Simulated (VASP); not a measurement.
# C (Fd-3m) in VASP: a series of runs, part 2 of 3

VASP 6.6.1. The steps go on from the part before.

**3. Single point, LDA**

File INCAR:

```
PREC = Accurate
ENCUT = 910
EDIFF = 1E-6
ISMEAR = -1
SIGMA = 0.05
LREAL = False
LASPH = True
NELM = 120
ALGO = Normal
ISIF = 2
LWAVE = False
LCHARG = False
NBANDS = 11
GGA_COMPAT = False
```

File KPOINTS:

```
Automatic mesh
0
Gamma
  13 13 13
```

File POSCAR:

```
C
1.0
    0.0000000000      1.7833700000      1.7833700000
    1.7833700000      0.0000000000      1.7833700000
    1.7833700000      1.7833700000      0.0000000000
C
2
Direct
    0.7500000000      0.7500000000      0.7500000000
    0.5000000000      0.5000000000      0.5000000000
```

Potentials or basis: VASP PAW LDA potentials, release 64 (C_h).

Run with:

```console
> cat potpaw_LDA.64/C_h/POTCAR > POTCAR
> mpirun -np 1 vasp_std > vasp.out
```

OUTCAR:

```text
PREC = Accurate
   ENCUT = 910
   EDIFF = 1E-6
   ISMEAR = -1
   LREAL = False
   LASPH = True
   NELM = 120
   ISIF = 2

 ion  position               nearest neighbor table
   1  0.750  0.750  0.750-
   2  0.500  0.500  0.500-

  LATTYP: Found a face centered cubic cell.
 ALAT       =     3.5667400000

  Lattice vectors:

 A1 = (   0.0000000000,   1.7833700000,   1.7833700000)
 A2 = (   1.7833700000,   0.0000000000,   1.7833700000)
 A3 = (   1.7833700000,   1.7833700000,   0.0000000000)

Analysis of symmetry for initial positions (statically):
=====================================================================
 Subroutine PRICEL returns:
 Original cell was already a primitive cell.

 Routine SETGRP: Setting up the symmetry group for a
 face centered cubic supercell.

 Subroutine GETGRP returns: Found 48 space group operations
 (whereof 24 operations were pure point group operations)
 out of a pool of 48 trial point group operations.

The static configuration has the point symmetry T_d .
 The point group associated with its full space group is O_h .

Analysis of symmetry for dynamics (positions and initial velocities):
=====================================================================
[... 165 lines left out ...]

 k-point     1 :       0.0000    0.0000    0.0000
  band No.  band energies     occupation
      1     -10.4533      2.00000
      2      10.8662      2.00000
      3      10.8662      2.00000
      4      10.8662      2.00000
      5      16.4097      0.00000
      6      16.4097      0.00000
      7      16.4097      0.00000
      8      24.4164      0.00000
      9      29.8721      0.00000
     10      37.4864      0.00000
     11      37.4864      0.00000
[... 309 lines left out ...]
 k-point    24 :       0.4615    0.1538    0.0000
  band No.  band energies     occupation
      1      -5.4286      2.00000
      2      -0.3048      2.00000
      3       6.4764      2.00000
      4       6.9716      2.00000
      5      17.8926      0.00000
      6      21.3602      0.00000
      7      21.8065      0.00000
      8      24.6158      0.00000
      9      31.1387      0.00000
     10      33.9099      0.00000
     11      37.7593      0.00000

 [... further k-points ...]
[... 5 lines left out ...]
  --------------------------------------------------------------------------------------
  -------------------------------------------------------------------------------------
  Total       -0.8848859     -0.8848859     -0.8848859      0.0000000      0.0000000     -0.0000000
  in kB     -124.9808576   -124.9808576   -124.9808576      0.0000000      0.0000000     -0.0000000
  external PRESSURE =    -124.9808576 kB  Pullay stress =       0.0000000 kB

 VOLUME and BASIS-vectors are now :
 -----------------------------------------------------------------------------
  energy-cutoff  :      910.00
  volume of cell :       11.34
      direct lattice vectors                 reciprocal lattice vectors
     0.000000000  1.783370000  1.783370000    -0.280368067  0.280368067  0.280368067
     1.783370000  0.000000000  1.783370000     0.280368067 -0.280368067  0.280368067
     1.783370000  1.783370000  0.000000000     0.280368067  0.280368067 -0.280368067

 POSITION                                       TOTAL-FORCE (eV/Angst)
 -----------------------------------------------------------------------------------
      2.67505      2.67505      2.67505         0.000000      0.000000      0.000000
      1.78337      1.78337      1.78337        -0.000000     -0.000000     -0.000000
 -----------------------------------------------------------------------------------
    total drift:                                0.000000      0.000000     -0.000000

  FREE ENERGIE OF THE ION-ELECTRON SYSTEM (eV)
  ---------------------------------------------------
  free  energy   TOTEN  =       -20.2554362543 eV

  energy  without entropy=      -20.2554362542  energy(sigma->0) =      -20.25543625
```

OSZICAR:

```text
N       E                     dE             d eps       ncg     rms          rms(c)
DAV:   1     0.981499646109E+01    0.98150E+01   -0.64757E+03  1856   0.108E+03
DAV:   2    -0.200868232990E+02   -0.29902E+02   -0.28612E+02  2596   0.170E+02
DAV:   3    -0.210205628438E+02   -0.93374E+00   -0.93129E+00  2232   0.245E+01
DAV:   4    -0.210227909828E+02   -0.22281E-02   -0.22281E-02  1989   0.140E+00
DAV:   5    -0.210227938679E+02   -0.28851E-05   -0.28851E-05  2186   0.513E-02    0.491E+00
DAV:   6    -0.204567561972E+02    0.56604E+00   -0.29808E-01  1920   0.380E+00    0.264E+00
DAV:   7    -0.202555958079E+02    0.20116E+00   -0.35985E-01  2091   0.415E+00    0.354E-01
DAV:   8    -0.202554482433E+02    0.14756E-03   -0.84623E-03  1976   0.848E-01    0.281E-02
DAV:   9    -0.202554349049E+02    0.13338E-04   -0.40427E-05  2120   0.529E-02    0.140E-02
DAV:  10    -0.202554363468E+02   -0.14419E-05   -0.34549E-06  2061   0.166E-02    0.295E-03
DAV:  11    -0.202554362543E+02    0.92501E-07   -0.17957E-07  1041   0.400E-03
   1 F= -.20255436E+02 E0= -.20255436E+02  d E =-.548089E-10
```

stdout:

```text
POSCAR found type information on POSCAR C
 POSCAR found :  1 types and       2 ions
 scaLAPACK will be used
 LDA part: xc-table for (Slater(with rela. corr.)+CA(PZ))
 , standard interpolation
 POSCAR, INCAR and KPOINTS ok, starting setup
 FFT: planning ... GRIDC
 FFT: planning ... GRID_SOFT
 FFT: planning ... GRID
 WAVECAR not read
 entering main loop
```

It used 62 s of CPU time on 1 thread of AMD EPYC 7R13 Processor (Zen 3), with other jobs on the host.

Results:

```yaml
Free_energy: -20.2554 eV
Pressure: -12.5 GPa
Band_gap_on_the_k_mesh: 4.11 eV, indirect (least direct gap 5.54 eV)
```

Levels at points of the mesh, in eV from the valence-band top:
| k point | band 1 | band 2 | band 3 | band 4 | band 5 | band 6 | band 7 | band 8 |
| --- | --- | --- | --- | --- | --- | --- | --- | --- |
| (0.00, 0.00, 0.00) | -21.32 | 0.00 | 0.00 | 0.00 | 5.54 | 5.54 | 5.54 | 13.55 |

Caveat: the cutoff is under 1.25 times the usual one of these potentials, so pressure, stress and relaxed cells hold a basis-set (Pulay) error. A k mesh can miss the band edges.

**4. Single point, PBEsol**

This run uses another cell than the first one, of 5.56 Å³/atom, 0.980 times its volume.

File INCAR:

```
PREC = Accurate ; ENCUT = 910
EDIFF = 1E-6 ; ISMEAR = -1
SIGMA = 0.05 ; LREAL = False
LASPH = True ; NELM = 120
ALGO = Normal ; ISIF = 2
LWAVE = False ; LCHARG = False
GGA = PS ; NBANDS = 11
GGA_COMPAT = False
```

KPOINTS is that of step 3.

File POSCAR:

```
C
1.0
    0.0000000000      1.7714007132      1.7714007132
    1.7714007132      0.0000000000      1.7714007132
    1.7714007132      1.7714007132      0.0000000000
C
2
Direct
    0.7500000000      0.7500000000      0.7500000000
    0.5000000000      0.5000000000      0.5000000000
```

Potentials or basis: VASP PAW PBE potentials, release 64 (C_h).

Run with:

```console
> cat potpaw_PBE.64/C_h/POTCAR > POTCAR
> mpirun -np 1 vasp_std > vasp.out
```

OUTCAR:

```text
PREC = Accurate
   ENCUT = 910
   EDIFF = 1E-6
   ISMEAR = -1
   LREAL = False
   LASPH = True
   NELM = 120
   ISIF = 2
   GGA = PS

 ion  position               nearest neighbor table
   1  0.750  0.750  0.750-
   2  0.500  0.500  0.500-

  LATTYP: Found a face centered cubic cell.
 ALAT       =     3.5428014264

  Lattice vectors:

 A1 = (   0.0000000000,   1.7714007132,   1.7714007132)
 A2 = (   1.7714007132,   0.0000000000,   1.7714007132)
 A3 = (   1.7714007132,   1.7714007132,   0.0000000000)

Analysis of symmetry for initial positions (statically):
=====================================================================
 Subroutine PRICEL returns:
 Original cell was already a primitive cell.

 Routine SETGRP: Setting up the symmetry group for a
 face centered cubic supercell.

 Subroutine GETGRP returns: Found 48 space group operations
 (whereof 24 operations were pure point group operations)
 out of a pool of 48 trial point group operations.

The static configuration has the point symmetry T_d .
 The point group associated with its full space group is O_h .

Analysis of symmetry for dynamics (positions and initial velocities):
=====================================================================
 Subroutine PRICEL returns:
 Original cell was already a primitive cell.

 Routine SETGRP: Setting up the symmetry group for a
 face centered cubic supercell.

 Subroutine GETGRP returns: Found 48 space group operations
 (whereof 24 operations were pure point group operations)
 out of a pool of 48 trial point group operations.

The dynamic configuration has the point symmetry T_d .
 The point group associated with its full space group is O_h .

 Subroutine INISYM returns: Found 48 space group operations
 (whereof 24 operations are pure point group operations),
 and found     1 'primitive' translations

----------------------------------------------------------------------------------------

                                     Primitive cell

  volume of cell :      11.1168

  direct lattice vectors                    reciprocal lattice vectors
     0.000000000  1.771400713  1.771400713    -0.282262503  0.282262503  0.282262503
     1.771400713  0.000000000  1.771400713     0.282262503 -0.282262503  0.282262503
     1.771400713  1.771400713  0.000000000     0.282262503  0.282262503 -0.282262503

  length of vectors
     2.505138913  2.505138913  2.505138913     0.488892997  0.488892997  0.488892997

  position of ions in fractional coordinates (direct lattice)
     0.750000000  0.750000000  0.750000000
     0.500000000  0.500000000  0.500000000

  ion indices of the primitive-cell ions
   primitive index   ion index
                 1           1
                 2           2

----------------------------------------------------------------------------------------

 KPOINTS: Automatic mesh

Automatic generation of k-mesh.
 Grid dimensions read from file:
 generate k-points for:   13   13   13

 Generating k-lattice:

  Cartesian coordinates                     Fractional coordinates (reciprocal lattice)
    -0.021712500  0.021712500  0.021712500     0.076923077  0.000000000  0.000000000
     0.021712500 -0.021712500  0.021712500     0.000000000  0.076923077  0.000000000
     0.021712500  0.021712500 -0.021712500     0.000000000  0.000000000  0.076923077

  Length of vectors
     0.037607154  0.037607154  0.037607154

  Shift w.r.t. Gamma in fractional coordinates (k-lattice)
     0.000000000  0.000000000  0.000000000

 Subroutine IBZKPT returns following result:
 ===========================================

 Found     84 irreducible k-points:

 Following reciprocal coordinates:
            Coordinates               Weight
  0.000000  0.000000  0.000000      1.000000
  0.076923  0.000000  0.000000      8.000000
  0.153846  0.000000  0.000000      8.000000
  0.230769  0.000000  0.000000      8.000000
  0.307692  0.000000  0.000000      8.000000
  0.384615  0.000000  0.000000      8.000000
[... 16 lines left out ...]
  0.384615  0.153846  0.000000     24.000000
  0.461538  0.153846  0.000000     24.000000
 [... further k-points ...]
   k-points           NKPTS =     84   k-points in BZ     NKDIM =     84   number of bands    NBANDS=     11
   number of dos      NEDOS =    301   number of ions     NIONS =      2
   total plane-waves  NPLWV =  21952
   dimension x,y,z NGX =    28 NGY =   28 NGZ =   28
   dimension x,y,z NGXF=    56 NGYF=   56 NGZF=   56
   ions per type =               2
   NGX,Y,Z   is equivalent  to a cutoff of  18.58, 18.58, 18.58 a.u.
   NGXF,Y,Z  is equivalent  to a cutoff of  37.16, 37.16, 37.16 a.u.
 SYSTEM =  unknown system
   PREC   = accura    normal or accurate (medium, high low for compatibility)
   ISTART =      0    job   : 0-new  1-cont  2-samecut
   ICHARG =      2    charge: 1-file 2-atom 10-const
   ISPIN  =      1    spin polarized calculation?
   LNONCOLLINEAR =      F non collinear calculations
   LSORBIT =      F    spin-orbit coupling
   LASPH  =      T    aspherical Exc in radial PAW
   ENCUT  =  910.0 eV  66.88 Ry    8.18 a.u.   6.16  6.16  6.16*2*pi/ulx,y,z
   NELM   =    120;   NELMIN=  2; NELMDL= -5     # of ELM steps
   EDIFF  = 0.1E-05   stopping-criterion for ELM
   LREAL  =      F    real-space projection
   EDIFFG = 0.1E-04   stopping-criterion for IOM
   NSW    =      0    number of steps for IOM
   IBRION =     -1    ionic relax: 0-MD 1-quasi-New 2-CG
   NFREE  =      0    steps in history (QN), initial steepest desc. (CG)
   ISIF   =      2    stress and relaxation
   ISYM   =      2    0-nonsym 1-usesym 2-fastsym
   POTIM  = 0.5000    time-step for ionic-motion
   TEBEG  =    0.0;   TEEND  =   0.0 temperature during run
   PSTRESS=    0.0 pullay stress
   NELECT =       8.0000    total number of electrons
   NUPDOWN=      -1.0000    fix difference up-down
   EMIN   =  10.00;   EMAX   =-10.00  energy-range for DOS
   EFERMI =   0.00;   METHOD = LEGACY
   ISMEAR =    -1;   SIGMA  =   0.05  broadening in eV -4-tet -1-fermi 0-gaus
   EFERMI_NEDOS =   21; number of points for ismear=-14 and -15
   IALGO  =     38    algorithm
   IMIX   =      4    mixing-type and parameters
     AMIX     =   0.40;   BMIX     =  1.00
     AMIX_MAG =   1.60;   BMIX_MAG =  1.00
  volume/ion in A,a.u.               =       5.56        37.51
  Fermi-wavevector in a.u.,A,eV,Ry     =   1.467049  2.772321 29.282913  2.152233
  Thomas-Fermi vector in A             =   2.582714
   LORBIT       =      0    0 simple, 1 ext, 2 COOP (PROOUT), +10 PAW based schemes
   GGA     = PS    functional components
   LHFCALC =     F    Hartree Fock is set to
   AEXX    =    0.0000 exact exchange contribution
   IVDW    =     0    specifies the selected vdW correction
   LEPSILON=     F    determine dielectric tensor
   LRPA    =     F    only Hartree local field effects (RPA)
 non-spin polarized calculation
  energy-cutoff  :      910.00
  volume of cell :       11.12
 maximum number of plane-waves:       702
 NGX is ok and might be reduce to    28
   NGX = 13   NGY = 13   NGZ = 13

 number of electron       8.0000000 magnetization

 Free energy of the ion-electron system (eV)
  ---------------------------------------------------
  ext. energy  EPLUGINS =         0.00000000
  ---------------------------------------------------
  free energy    TOTEN  =       -19.27461959 eV

  energy without entropy =      -19.27461959  energy(sigma->0) =      -19.27461959

 E-fermi :  12.1270     XC(G=0): -13.6758

 val. band max:       11.2380876225   @ k =   0.0000   0.0000   0.0000
 cond. band min:      15.2987998632   @ k =   0.3846   0.3846   0.0000
 fundamental gap:      4.0607122407
 Fermi energy:        12.1270257961

 k-point     1 :       0.0000    0.0000    0.0000
  band No.  band energies     occupation
      1     -10.5544      2.00000
      2      11.2381      2.00000
      3      11.2381      2.00000
      4      11.2381      2.00000
      5      16.8384      0.00000
      6      16.8384      0.00000
      7      16.8384      0.00000
      8      25.0770      0.00000
      9      30.4636      0.00000
     10      37.8979      0.00000
     11      37.8979      0.00000
[... 309 lines left out ...]
 k-point    24 :       0.4615    0.1538    0.0000
  band No.  band energies     occupation
      1      -5.4375      2.00000
      2      -0.2145      2.00000
      3       6.7268      2.00000
      4       7.2374      2.00000
      5      18.2951      0.00000
      6      21.9066      0.00000
      7      22.3672      0.00000
      8      25.2178      0.00000
      9      31.8566      0.00000
     10      34.7616      0.00000
     11      38.4235      0.00000

 [... further k-points ...]
[... 5 lines left out ...]
  --------------------------------------------------------------------------------------
  -------------------------------------------------------------------------------------
  Total        0.2955106      0.2955106      0.2955106      0.0000000     -0.0000000      0.0000000
  in kB       42.5895694     42.5895694     42.5895694      0.0000000     -0.0000000      0.0000000
  external PRESSURE =      42.5895694 kB  Pullay stress =       0.0000000 kB

 VOLUME and BASIS-vectors are now :
 -----------------------------------------------------------------------------
  energy-cutoff  :      910.00
  volume of cell :       11.12
      direct lattice vectors                 reciprocal lattice vectors
     0.000000000  1.771400713  1.771400713    -0.282262503  0.282262503  0.282262503
     1.771400713  0.000000000  1.771400713     0.282262503 -0.282262503  0.282262503
     1.771400713  1.771400713  0.000000000     0.282262503  0.282262503 -0.282262503

 POSITION                                       TOTAL-FORCE (eV/Angst)
 -----------------------------------------------------------------------------------
      2.65710      2.65710      2.65710         0.000000      0.000000      0.000000
      1.77140      1.77140      1.77140        -0.000000     -0.000000     -0.000000
 -----------------------------------------------------------------------------------
    total drift:                                0.000000      0.000000     -0.000000

  FREE ENERGIE OF THE ION-ELECTRON SYSTEM (eV)
  ---------------------------------------------------
  free  energy   TOTEN  =       -19.2746195861 eV

  energy  without entropy=      -19.2746195860  energy(sigma->0) =      -19.27461959
```

stdout:

```text
POSCAR found type information on POSCAR C
 POSCAR found :  1 types and       2 ions
 scaLAPACK will be used
 -----------------------------------------------------------------------------
|                                                                             |
|                                                                             |
|     You enforced a specific xc type in the INCAR file but a different       |
|     I HOPE YOU KNOW WHAT YOU ARE DOING!                                     |
|                                                                             |
 -----------------------------------------------------------------------------

 LDA part: xc-table for (Slater+PW92), standard interpolation
 POSCAR, INCAR and KPOINTS ok, starting setup
 FFT: planning ... GRIDC
 FFT: planning ... GRID_SOFT
 FFT: planning ... GRID
 WAVECAR not read
 entering main loop
```

It took 23 s on 1 thread of Intel Xeon Platinum 8259CL at 2.50GHz (Skylake/Cascade Lake), shared host; peak memory 0.15 GiB.

Results:

- Free energy: -19.2746 eV
- Pressure: 4.3 GPa
- Band gap on the k mesh: 4.06 eV, indirect (least direct gap 5.60 eV)

Caveat: the cutoff is under 1.25 times the usual one of these potentials, so pressure, stress and relaxed cells hold a basis-set (Pulay) error; the PAW data sets were made with another functional, which shifts forces and pressure a little.

(Part 2 of 3 ends here.)
